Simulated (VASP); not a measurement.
Here is a VASP 6.6.1 calculation.

The input POSCAR:

```
MgTe
1.0
    4.5789285700      0.0000000000      0.0000000000
   -2.2894642900      3.9654684700      0.0000000000
    0.0000000000      0.0000000000      7.4548486100
Mg Te
2 2
Direct
    0.3333333300      0.6666666700      0.0043523900
    0.6666666700      0.3333333300      0.5043523900
    0.3333333300      0.6666666700      0.3806476100
    0.6666666700      0.3333333300      0.8806476100
```

Contents of INCAR.step1:

```
SYSTEM = MgTe
PREC = Accurate
ENCUT = 580
ISMEAR = -1
SIGMA = 0.02
LREAL = .FALSE.
LASPH = .TRUE.
NELM = 120
GGA = PE
ALGO = Normal
EDIFF = 1E-5
LWAVE = .TRUE.
LCHARG = .FALSE.
GGA_COMPAT = .FALSE.
IBRION = 2
EDIFFG = -0.01
NELMIN = 4
NSW = 100
```

The input INCAR.step2:

```
SYSTEM = MgTe
PREC = Accurate
ENCUT = 580
EDIFF = 1E-7
ISMEAR = -1
SIGMA = 0.02
LREAL = .FALSE.
LASPH = .TRUE.
NELM = 120
ALGO = Normal
ISIF = 2
LWAVE = .FALSE.
LCHARG = .FALSE.
METAGGA = R2SCAN
LMIXTAU = .TRUE.
IBRION = 2
NSW = 50
EDIFFG = -0.01
ISTART = 1
GGA_COMPAT = .FALSE.
NELMIN = 4
```

Contents of KPOINTS:

```
regular mesh
0
G
  6 6 4
  0 0 0
```

Potentials or basis: VASP PAW PBE potentials, release 64 (Mg, Te).

Run with:

```bash
$ cat potpaw_PBE.64/Mg/POTCAR potpaw_PBE.64/Te/POTCAR > POTCAR
$ cp INCAR.step1 INCAR
$ mpirun -np 1 vasp_std > vasp.out
$ cp INCAR.step2 INCAR
$ mpirun -np 1 vasp_std > vasp.out
```

Problem. Estimate the band gap on the k mesh.

Solution. 3.14 eV.

Final structure:
```cif
data_structure
_symmetry_space_group_name_H-M 'P 1'
_symmetry_Int_Tables_number 1
_cell_length_a 4.5789
_cell_length_b 4.5789
_cell_length_c 7.4548
_cell_angle_alpha 90.000
_cell_angle_beta 90.000
_cell_angle_gamma 120.000
_cell_volume 135.36
loop_
_atom_site_label
_atom_site_type_symbol
_atom_site_fract_x
_atom_site_fract_y
_atom_site_fract_z
_atom_site_occupancy
Mg1 Mg 0.33333 0.66667 0.00435 1
Mg2 Mg 0.66667 0.33333 0.50435 1
Te1 Te 0.33333 0.66667 0.38065 1
Te2 Te 0.66667 0.33333 0.88065 1
```

Caveat: the relaxation stopped at its first step, so nothing moved; spin-orbit coupling is left out, which moves the levels of the heavy elements. A k mesh can miss the band edges.
